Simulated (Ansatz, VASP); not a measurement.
# CoBi: VASP beside Ansatz

File INCAR:

```
SYSTEM = CoBi
ALGO = Normal ; EDIFF = 1E-7
ENCUT = 520 ; GGA = PE
ISIF = 2 ; ISMEAR = -1
ISPIN = 2 ; LASPH = .True.
LCHARG = .False. ; LMAXMIX = 4
LORBIT = 11 ; LREAL = .False.
LWAVE = .False. ; MAGMOM = 2 0
NBANDS = 23 ; NELM = 150
PREC = Accurate ; SIGMA = 0.05
```

The input KPOINTS:

```
k-points
0
Gamma
  13 13 13
  0 0 0
```

Contents of POSCAR:

```
CoBi
1.0
    0.0000000000      2.6776409452      2.6776409452
    2.6776409452      0.0000000000      2.6776409452
    2.6776409452      2.6776409452      0.0000000000
Co Bi
1 1
Direct
    0.0000000000      0.0000000000      0.0000000000
    0.5000000000      0.5000000000      0.5000000000
```

Input for Ansatz:

```yaml
crystal:
  lattice:
    - [0.0, 2.6776409452, 2.6776409452]
    - [2.6776409452, 0.0, 2.6776409452]
    - [2.6776409452, 2.6776409452, 0.0]
  atoms:
    - { symbol: Co, position: [0.0, 0.0, 0.0], spin: 2.0 }
    - { symbol: Bi, position: [0.5, 0.5, 0.5] }
magnetization:
  spin_polarized: true
kpoints:
  mp_grid: { grid: [13, 13, 13] }
scf:
  occupations: { method: fermi_dirac, width: 0.05 }
hamiltonian:
  xc: pbe
  pseudopotentials: { kind: all_electron, lapw: { basis_error: 0.00025 } }
output:
  forces: true
  stress: true
  eigenvalues: true
```

Change from the starting cell: volume scaled by 0.975.

Alike in both runs: task single point; functional PBE; k mesh 13 × 13 × 13; occupations fermi-dirac, width 0.05 eV; collinear spin.

|  | VASP | Ansatz |
| --- | --- | --- |
| version | VASP 6.6.1 | Ansatz 0.2.0 |
| potentials or method | VASP PAW PBE potentials, release 64 (Co, Bi_d), cutoff 520 eV | all-electron LAPW, scalar-relativistic |

Ansatz gave:

| Property | Result |
| --- | --- |
| pressure (GPa) | 2.3 |
| net moment per atom (μB) | 0.25 |
| size of the moment on the site where the two differ most (μB) | 0.54 |

Task: Estimate VASP's values.

Result: Pressure (GPa): 2.2; net moment per atom (μB): 0.24; size of the moment on the site where the two differ most (μB): 0.52.

Site moments also hang on the region over which each program counts them. Ansatz ran all-electron here, and VASP with PAW potentials.

Spin-orbit coupling is off throughout.
